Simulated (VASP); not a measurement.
Write the native input for VASP 6.6.1 that does the following.

```yaml
Task: relaxation of cell and atoms
Functional: PBE
Potentials_or_basis: VASP PAW PBE potentials, release 64 (Zr_sv, O)
Cutoff: 600 eV
k_mesh: 6 × 6 × 2
Occupations: gaussian, width 0.1 eV
Spin: no spin polarisation
Dipole_correction: no
Further_INCAR_settings: ALGO = Normal; EDIFF = 1e-06; IBRION = 2; EDIFFG = -0.04; NSW = 90; ISIF = 3
```

The structure of ZrO5 lies in POSCAR:

```
ZrO5
1.0
    2.4979779100      0.0000000000      0.0000000000
    0.0000000000      2.4979779100      0.0000000000
    0.0000000000      0.0000000000     10.5813540000
Zr O
1 5
Direct
    0.5000000000      0.5000000000      0.0000000000
    0.5000000000      0.5000000000      0.3344822800
    0.5000000000      0.5000000000      0.6655177200
    0.0000000000      0.0000000000      0.1759868000
    0.0000000000      0.0000000000      0.8240132000
    0.0000000000      0.0000000000      0.5000000000
```

The cell was built from a structure type or drawn by symmetry, and may not be a known phase.

The input as run:

INCAR

```
SYSTEM = ZrO5
  PREC = Accurate
  ENCUT = 600
  EDIFF = 1E-6
  ISMEAR = 0
  SIGMA = 0.1
  LREAL = .False.
  LASPH = .True.
  NELM = 100
  ALGO = Normal
  ISIF = 3
  LWAVE = .False.
  LCHARG = .False.
  GGA = PE
  IBRION = 2
  NSW = 90
  EDIFFG = -0.04
```

KPOINTS

```
Automatic mesh
0
Gamma
  6 6 2
  0 0 0
```

Potentials or basis: VASP PAW PBE potentials, release 64 (Zr_sv, O).

The run is started by

```bash
$ cat potpaw_PBE.64/Zr_sv/POTCAR potpaw_PBE.64/O/POTCAR > POTCAR
$ mpirun -np 1 vasp_std > vasp.out
```

Results of the run:

```json
{
  "Relaxed volume": "9.27 Å³/atom",
  "Relaxed cell": "a = 3.241 Å, b = 3.241 Å, c = 5.297 Å, α = 90.00°, β = 90.00°, γ = 90.00°",
  "Space group after relaxing (to 0.1 Å)": "P4/mmm (No. 123)",
  "Pressure after relaxing": "0.0 GPa",
  "Largest force after relaxing": "0.036 eV/Å",
  "Band gap on the k mesh": "zero (bands 21 and 22 overlap by 0.97 eV)"
}
```

Caveat: the k points lie up to 0.59 Å⁻¹ apart in the final cell, too coarse for converged energies and pressures of a metal; the volume moved by over 15 % at a fixed basis, so the end points are rough.

It took 9.5 min on 1 thread of Intel(R) Xeon(R) 6975P-C (Granite Rapids) (shared host), peak memory 0.2 GiB.
